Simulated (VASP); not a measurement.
Input of a VASP 6.6.1 run:

The input INCAR:

```
PREC = Accurate
ENCUT = 520
EDIFF = 1E-7
ISMEAR = 0
SIGMA = 0.15
LREAL = F
LASPH = T
NELM = 60
ALGO = Normal
ISIF = 2
LWAVE = F
LCHARG = T
GGA = PE
LELF = T
LVHAR = T
NBANDS = 40
```

KPOINTS

```
regular mesh
0
Gamma
  12 12 12
```

The input POSCAR:

```
HfN
1.0
    4.9154538827      0.0000000000      0.0000000000
    0.0000000000     -4.9154538827      0.0000000000
    0.0000000000      0.0000000000     -4.9154538827
Hf N
4 4
Direct
    0.0000000000      0.0000000000      0.0000000000
    0.5000000000      0.5000000000      0.0000000000
    0.5000000000      0.0000000000      0.5000000000
    0.0000000000      0.5000000000      0.5000000000
    0.7500000000      0.7500000000      0.7500000000
    0.2500000000      0.2500000000      0.7500000000
    0.2500000000      0.7500000000      0.2500000000
    0.7500000000      0.2500000000      0.2500000000
```

Potentials or basis: VASP PAW PBE potentials, release 64 (Hf_pv, N).

Launch:

```console
$ cat potpaw_PBE.64/Hf_pv/POTCAR potpaw_PBE.64/N/POTCAR > POTCAR
$ mpirun -np 1 vasp_std > vasp.out
```

Q: Estimate the pressure.

A: -1.0 GPa.

Q: Estimate the band gap on the k mesh.

A: Zero (bands 30 and 31 overlap by 2.66 eV).

Caveat: spin-orbit coupling is left out, which moves the levels of the heavy elements.
